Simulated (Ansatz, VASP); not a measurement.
# CaSe in VASP and in Ansatz

Contents of INCAR:

```
PREC = Accurate
ENCUT = 500
EDIFF = 1E-6
ISMEAR = 0
SIGMA = 0.1
LREAL = False
LASPH = True
NELM = 120
ALGO = Normal
ISIF = 2
LWAVE = False
LCHARG = True
GGA = PE
IVDW = 12
LELF = True
LVHAR = True
NBANDS = 15
GGA_COMPAT = False
```

Contents of KPOINTS:

```
Automatic mesh
0
Gamma
  4 4 4
```

The input POSCAR:

```
CaSe
1.0
    0.0000000000      3.3000000000      3.3000000000
    3.3000000000      0.0000000000      3.3000000000
    3.3000000000      3.3000000000      0.0000000000
Ca Se
1 1
Direct
    0.0000000000      0.0000000000      0.0000000000
    0.7500000000      0.7500000000      0.7500000000
```

Input for Ansatz:

```yaml
crystal:
  lattice:
    - [0.0, 3.3, 3.3]
    - [3.3, 0.0, 3.3]
    - [3.3, 3.3, 0.0]
  atoms:
    - { symbol: Ca, position: [0.0, 0.0, 0.0] }
    - { symbol: Se, position: [0.75, 0.75, 0.75] }
basis:
  ecutwfc: 420
kpoints:
  mp_grid: { grid: [4, 4, 4] }
hamiltonian:
  xc: pbe
  dispersion: d3bj
scf:
  occupations: { method: gaussian, width: 0.1 }
  max_iter: 20
output:
  forces: true
  stress: true
  eigenvalues: true
```

Alike in both runs: task single point; functional PBE; dispersion D3(BJ); k mesh 4 × 4 × 4; occupations gaussian, width 0.1 eV; no spin polarisation.

|  | VASP | Ansatz |
| --- | --- | --- |
| version | VASP 6.6.1 | Ansatz 0.2.0 |
| potentials or method | VASP PAW PBE potentials, release 64 (Ca_sv, Se), cutoff 500 eV | scalar-relativistic, plane waves, PAW |
| valence electrons in the cell | 16 | 26 |

|  | VASP | Ansatz | Ansatz less VASP |
| --- | --- | --- | --- |
| gap on the k mesh at the Fermi level (eV) | 3.14 | 3.15 | +0.001 |
| least direct gap on the mesh (eV) | 3.24 | 3.24 | 0.000 |
| pressure (GPa) | -1.3 | -1.4 | -0.10 |

VASP's potentials hold 16 valence electrons a cell and Ansatz's 26, so a difference there can come from the potentials and not from the codes.
